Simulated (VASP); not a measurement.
# ZnS (P6_3mc) in VASP: further runs

Runs on ZnS. Level: PBE. Tasks: electric field gradients.

Program: VASP 6.6.1. These are calculated values, not measurements. Logs are shortened: lines on timing, memory, paths and dates and some standing lists are left out, and cuts for length are marked.

## (1) The cell of the first run

Symmetry: P6_3mc, No. 186, hexagonal system. Conventional cell: a = 3.733 Å, b = 3.733 Å, c = 6.107 Å, α = 90.00°, β = 90.00°, γ = 120.00°. Zn (site symmetry 3m) has 4 S at 2.27 to 2.35 Å within 3.0 Å. Within 3.0 Å of S (site symmetry 3m) lie 4 Zn at 2.27 to 2.35 Å.

## (2) Electric field gradients, PBE (18.43 Å³/atom)

Input file INCAR:

```
  PREC = Accurate
  ENCUT = 520
  EDIFF = 1E-8
  ISMEAR = -1
  SIGMA = 0.03
  LREAL = False
  LASPH = True
  NELM = 80
  ALGO = Normal
  ISIF = 2
  LWAVE = False
  LCHARG = False
  GGA = PE
  LEFG = True
  NBANDS = 26
```

Input file KPOINTS:

```
Automatic mesh
0
Gamma
  8 8 5
```

Input file POSCAR:

```
ZnS
1.0
    3.7332014668      0.0000000000      0.0000000000
   -1.8666007334      3.2330473076      0.0000000000
    0.0000000000      0.0000000000      6.1067398017
Zn S
2 2
Direct
    0.3333333333      0.6666666667      0.0000000000
    0.6666666667      0.3333333333      0.5000000000
    0.3333333333      0.6666666667      0.3850000000
    0.6666666667      0.3333333333      0.8850000000
```

Potentials or basis: VASP PAW PBE potentials, release 64 (Zn, S).

The run is started by

```console
$ cat potpaw_PBE.64/Zn/POTCAR potpaw_PBE.64/S/POTCAR > POTCAR
$ mpirun -np 1 vasp_std > vasp.out
```

OUTCAR:

```text
PREC = Accurate
   ENCUT = 520
   EDIFF = 1E-8
   ISMEAR = -1
   LREAL = False
   LASPH = True
   NELM = 80
   ISIF = 2
   GGA = PE

 ion  position               nearest neighbor table
   1  0.333  0.667  0.000-   4 2.27   4 2.27   4 2.27   3 2.35
   2  0.667  0.333  0.500-   3 2.27   3 2.27   3 2.27   4 2.35
   3  0.333  0.667  0.385-   2 2.27   2 2.27   2 2.27   1 2.35
   4  0.667  0.333  0.885-   1 2.27   1 2.27   1 2.27   2 2.35

  LATTYP: Found a hexagonal cell.
 ALAT       =     3.7332014668
 C/A-ratio  =     1.6357916539

  Lattice vectors:

 A1 = (   3.7332014668,   0.0000000000,   0.0000000000)
 A2 = (  -1.8666007334,   3.2330473076,   0.0000000000)
 A3 = (   0.0000000000,   0.0000000000,   6.1067398017)

Analysis of symmetry for initial positions (statically):
=====================================================================
 Subroutine PRICEL returns:
 Original cell was already a primitive cell.

 Routine SETGRP: Setting up the symmetry group for a
 hexagonal supercell.

 Subroutine GETGRP returns: Found 12 space group operations
 (whereof  6 operations were pure point group operations)
 out of a pool of 24 trial point group operations.

The static configuration has the point symmetry C_3v.
 The point group associated with its full space group is C_6v.

Analysis of symmetry for dynamics (positions and initial velocities):
=====================================================================
 Subroutine PRICEL returns:
 Original cell was already a primitive cell.

 Routine SETGRP: Setting up the symmetry group for a
 hexagonal supercell.

 Subroutine GETGRP returns: Found 12 space group operations
 (whereof  6 operations were pure point group operations)
 out of a pool of 24 trial point group operations.

The dynamic configuration has the point symmetry C_3v.
 The point group associated with its full space group is C_6v.

 Subroutine INISYM returns: Found 12 space group operations
 (whereof  6 operations are pure point group operations),
 and found     1 'primitive' translations

----------------------------------------------------------------------------------------

                                     Primitive cell

  volume of cell :      73.7060

  direct lattice vectors                    reciprocal lattice vectors
     3.733201467  0.000000000  0.000000000     0.267866604  0.154652856  0.000000000
    -1.866600733  3.233047308  0.000000000     0.000000000  0.309305712  0.000000000
     0.000000000  0.000000000  6.106739802     0.000000000  0.000000000  0.163753497

  length of vectors
     3.733201467  3.733201467  6.106739802     0.309305712  0.309305712  0.163753497

  position of ions in fractional coordinates (direct lattice)
     0.333333333  0.666666667  0.000000000
     0.666666667  0.333333333  0.500000000
     0.333333333  0.666666667  0.385000000
     0.666666667  0.333333333  0.885000000

  ion indices of the primitive-cell ions
   primitive index   ion index
                 1           1
                 2           2
                 3           3
                 4           4

----------------------------------------------------------------------------------------

 KPOINTS: Automatic mesh

Automatic generation of k-mesh.
 Grid dimensions read from file:
 generate k-points for:    8    8    5

 Generating k-lattice:

  Cartesian coordinates                     Fractional coordinates (reciprocal lattice)
     0.033483326  0.019331607  0.000000000     0.125000000 -0.000000000  0.000000000
     0.000000000  0.038663214  0.000000000     0.000000000  0.125000000  0.000000000
     0.000000000  0.000000000  0.032750699     0.000000000  0.000000000  0.200000000

  Length of vectors
     0.038663214  0.038663214  0.032750699

  Shift w.r.t. Gamma in fractional coordinates (k-lattice)
     0.000000000  0.000000000  0.000000000

 Subroutine IBZKPT returns following result:
 ===========================================

 Found     30 irreducible k-points:

 Following reciprocal coordinates:
            Coordinates               Weight
  0.000000  0.000000  0.000000      1.000000
  0.125000  0.000000  0.000000      6.000000
  0.250000  0.000000  0.000000      6.000000
  0.375000  0.000000  0.000000      6.000000
  0.500000  0.000000  0.000000      3.000000
  0.125000  0.125000  0.000000      6.000000
[... 16 lines left out ...]
  0.250000  0.000000  0.400000     12.000000
  0.375000  0.000000  0.400000     12.000000
 [... further k-points ...]
   k-points           NKPTS =     30   k-points in BZ     NKDIM =     30   number of bands    NBANDS=     26
   number of dos      NEDOS =    301   number of ions     NIONS =      4
   total plane-waves  NPLWV =  37632
   dimension x,y,z NGX =    28 NGY =   28 NGZ =   48
   dimension x,y,z NGXF=    56 NGYF=   56 NGZF=   96
   ions per type =               2   2
   NGX,Y,Z   is equivalent  to a cutoff of  12.47, 12.47, 13.07 a.u.
   NGXF,Y,Z  is equivalent  to a cutoff of  24.94, 24.94, 26.13 a.u.
 SYSTEM =  unknown system
   PREC   = accura    normal or accurate (medium, high low for compatibility)
   ISTART =      0    job   : 0-new  1-cont  2-samecut
   ICHARG =      2    charge: 1-file 2-atom 10-const
   ISPIN  =      1    spin polarized calculation?
   LNONCOLLINEAR =      F non collinear calculations
   LSORBIT =      F    spin-orbit coupling
   LASPH  =      T    aspherical Exc in radial PAW
   ENCUT  =  520.0 eV  38.22 Ry    6.18 a.u.   6.94  6.94 11.35*2*pi/ulx,y,z
   NELM   =     80;   NELMIN=  2; NELMDL= -5     # of ELM steps
   EDIFF  = 0.1E-07   stopping-criterion for ELM
   LREAL  =      F    real-space projection
   EDIFFG = 0.1E-06   stopping-criterion for IOM
   NSW    =      0    number of steps for IOM
   IBRION =     -1    ionic relax: 0-MD 1-quasi-New 2-CG
   NFREE  =      0    steps in history (QN), initial steepest desc. (CG)
   ISIF   =      2    stress and relaxation
   ISYM   =      2    0-nonsym 1-usesym 2-fastsym
   POTIM  = 0.5000    time-step for ionic-motion
   TEBEG  =    0.0;   TEEND  =   0.0 temperature during run
   PSTRESS=    0.0 pullay stress
   NELECT =      36.0000    total number of electrons
   NUPDOWN=      -1.0000    fix difference up-down
   EMIN   =  10.00;   EMAX   =-10.00  energy-range for DOS
   EFERMI =   0.00;   METHOD = LEGACY
   ISMEAR =    -1;   SIGMA  =   0.03  broadening in eV -4-tet -1-fermi 0-gaus
   EFERMI_NEDOS =   21; number of points for ismear=-14 and -15
   IALGO  =     38    algorithm
   IMIX   =      4    mixing-type and parameters
     AMIX     =   0.40;   BMIX     =  1.00
     AMIX_MAG =   1.60;   BMIX_MAG =  1.00
  volume/ion in A,a.u.               =      18.43       124.35
  Fermi-wavevector in a.u.,A,eV,Ry     =   1.289263  2.436353 22.615575  1.662198
  Thomas-Fermi vector in A             =   2.421166
   LORBIT       =      0    0 simple, 1 ext, 2 COOP (PROOUT), +10 PAW based schemes
   GGA     = PE    functional components
   LHFCALC =     F    Hartree Fock is set to
   AEXX    =    0.0000 exact exchange contribution
   IVDW    =     0    specifies the selected vdW correction
   LEPSILON=     F    determine dielectric tensor
   LRPA    =     F    only Hartree local field effects (RPA)
 non-spin polarized calculation
  energy-cutoff  :      520.00
  volume of cell :       73.71
 maximum number of plane-waves:      1999
 NGX is ok and might be reduce to    28
   NGX = 13   NGY = 13   NGZ = 23

 number of electron      35.9999987 magnetization

 Free energy of the ion-electron system (eV)
  ---------------------------------------------------
  ext. energy  EPLUGINS =         0.00000000
  ---------------------------------------------------
  free energy    TOTEN  =       -13.50126290 eV

  energy without entropy =      -13.50126290  energy(sigma->0) =      -13.50126290

 E-fermi :   3.4214     XC(G=0):  -9.9463

 val. band max:        2.7591591808   @ k =   0.0000   0.0000   0.0000
 cond. band min:       5.3074417530   @ k =   0.0000   0.0000   0.0000
 fundamental gap:      2.5482825722
 Fermi energy:         3.4213587086

 k-point     1 :       0.0000    0.0000    0.0000
  band No.  band energies     occupation
      1     -10.8848      2.00000
      2      -9.8437      2.00000
      3      -3.8768      2.00000
      4      -3.8768      2.00000
      5      -3.8058      2.00000
      6      -3.8058      2.00000
[... 18 lines left out ...]
     25      10.4086      0.00000
     26      12.3940      0.00000

 k-point     2 :       0.1250    0.0000    0.0000
  band No.  band energies     occupation
      1     -10.7669      2.00000
      2      -9.7751      2.00000
      3      -3.8911      2.00000
      4      -3.8482      2.00000
      5      -3.8005      2.00000
      6      -3.7689      2.00000
[... 18 lines left out ...]
     25      10.9307      0.00000
     26      11.5082      0.00000

 k-point     3 :       0.2500    0.0000    0.0000
  band No.  band energies     occupation
      1     -10.4488      2.00000
      2      -9.6139      2.00000
      3      -3.9073      2.00000
      4      -3.7844      2.00000
      5      -3.7814      2.00000
      6      -3.6776      2.00000
[... 18 lines left out ...]
     25      11.3441      0.00000
     26      11.8529      0.00000

 k-point     4 :       0.3750    0.0000    0.0000
  band No.  band energies     occupation
      1     -10.0519      2.00000
      2      -9.4830      2.00000
      3      -3.8831      2.00000
      4      -3.7338      2.00000
      5      -3.7285      2.00000
      6      -3.5734      2.00000
[... 18 lines left out ...]
     25      11.7263      0.00000
     26      13.3723      0.00000
[... 496 lines left out ...]
      1     -10.4607      2.00000
      2     -10.1573      2.00000
      3      -3.8890      2.00000
      4      -3.8575      2.00000
      5      -3.8277      2.00000
      6      -3.8033      2.00000
[... 18 lines left out ...]
     25      10.1677      0.00000
     26      10.6760      0.00000

 k-point    23 :       0.2500    0.0000    0.4000
  band No.  band energies     occupation
      1     -10.1817      2.00000
      2      -9.9245      2.00000
      3      -3.9155      2.00000
      4      -3.8728      2.00000
      5      -3.7515      2.00000
      6      -3.7176      2.00000
[... 18 lines left out ...]
     25      10.8814      0.00000
     26      11.3150      0.00000

 k-point    24 :       0.3750    0.0000    0.4000
  band No.  band energies     occupation
      1      -9.8560      2.00000
      2      -9.6792      2.00000
      3      -3.9059      2.00000
      4      -3.8603      2.00000
      5      -3.6808      2.00000
      6      -3.6308      2.00000
[... 18 lines left out ...]
     25      12.1650      0.00000
     26      12.3159      0.00000

 [... further k-points ...]
[... 5 lines left out ...]
  --------------------------------------------------------------------------------------
  -------------------------------------------------------------------------------------
  Total        4.2119532      4.2119532      2.7909896      0.0000000      0.0000000      0.0000000
  in kB       91.5569281     91.5569281     60.6688678      0.0000000      0.0000000      0.0000000
  external PRESSURE =      81.2609080 kB  Pullay stress =       0.0000000 kB

 VOLUME and BASIS-vectors are now :
 -----------------------------------------------------------------------------
  energy-cutoff  :      520.00
  volume of cell :       73.71
      direct lattice vectors                 reciprocal lattice vectors
     3.733201467  0.000000000  0.000000000     0.267866604  0.154652856  0.000000000
    -1.866600733  3.233047308  0.000000000     0.000000000  0.309305712  0.000000000
     0.000000000  0.000000000  6.106739802     0.000000000  0.000000000  0.163753497

 POSITION                                       TOTAL-FORCE (eV/Angst)
 -----------------------------------------------------------------------------------
     -0.00000      2.15536      0.00000        -0.000000      0.000000      0.403182
      1.86660      1.07768      3.05337         0.000000     -0.000000      0.403182
     -0.00000      2.15536      2.35109         0.000000     -0.000000     -0.403182
      1.86660      1.07768      5.40446        -0.000000     -0.000000     -0.403182
 -----------------------------------------------------------------------------------
    total drift:                               -0.000001     -0.000001      0.000527

  FREE ENERGIE OF THE ION-ELECTRON SYSTEM (eV)
  ---------------------------------------------------
  free  energy   TOTEN  =       -13.5012628955 eV

  energy  without entropy=      -13.5012628955  energy(sigma->0) =      -13.50126290

 Electric field gradients (V/A^2)
---------------------------------------------------------------------
 ion       V_xx      V_yy      V_zz      V_xy      V_xz      V_yz
---------------------------------------------------------------------
   1     -10.360   -10.355    20.715     0.004     0.000    -0.000
   2     -10.360   -10.355    20.715     0.004    -0.000     0.000
   3       2.199     2.199    -4.399     0.000    -0.000     0.000
   4       2.199     2.199    -4.399     0.000     0.000    -0.000
---------------------------------------------------------------------

 Electric field gradients after diagonalization (V/A^2)
 (convention: |V_zz| > |V_xx| > |V_yy|)
----------------------------------------------------------------------
 ion       V_xx      V_yy      V_zz     asymmetry (V_yy - V_xx)/ V_zz
----------------------------------------------------------------------
   1     -10.362   -10.353    20.715       0.000
   2     -10.362   -10.353    20.715       0.000
   3       2.199     2.199    -4.399       0.000
   4       2.199     2.199    -4.399       0.000
----------------------------------------------------------------------

           NMR quadrupolar parameters

 Cq : quadrupolar parameter    Cq=e*Q*V_zz/h
 eta: asymmetry parameters     (V_yy - V_xx)/ V_zz
 Q  : nuclear electric quadrupole moment in mb (millibarn)
----------------------------------------------------------------------
 ion       Cq(MHz)       eta       Q (mb)
----------------------------------------------------------------------
   1       0.050       0.000       1.000
   2       0.050       0.000       1.000
   3      -0.011       0.000       1.000
   4      -0.011       0.000       1.000
----------------------------------------------------------------------
```

Wall time 2.4 min (1 thread of Intel Xeon 8259CL, shared host); peak memory 0.21 GiB.

What came out:

```
Free energy                             : -13.5013 eV
Pressure                                : 8.1 GPa
Largest force                           : 0.403 eV/Å
Band gap on the k mesh                  : 2.55 eV
Largest electric field gradient by atom : Zn +20.7; S -4.4 V/Å²
```

Forces in eV/Å, atoms in the order of the input:
```
Zn   0.000  0.000  0.403
Zn   0.000  0.000  0.403
S    0.000  0.000 -0.403
S    0.000  0.000 -0.403
```

Stress tensor (GPa, compression positive):
```
9.16 0.00 0.00
0.00 9.16 0.00
0.00 0.00 6.07
```

Levels at points of the mesh, in eV from the valence-band top:
```
           k point  band 15  band 16  band 17  band 18  band 19  band 20  band 21  band 22
(0.00, 0.00, 0.00)    -0.94    -0.01     0.00     0.00     2.55     3.11     6.25     6.25
(0.50, 0.00, 0.00)    -3.45    -2.47    -1.74    -1.07     3.56     4.43     5.13     7.10
```

Electric field gradients, principal values (V/Å²):
```csv
atom,least,middle,greatest (by size)
1 Zn,-10.353,-10.362,20.715
2 Zn,-10.353,-10.362,20.715
3 S,2.199,2.199,-4.399
4 S,2.199,2.199,-4.399
```

Caveat: the cell stands under pressure; without QUAD_EFG the Cq values of the log hold for a quadrupole moment of 1 mb, not for the nuclei.

[end of part 1 of 3]
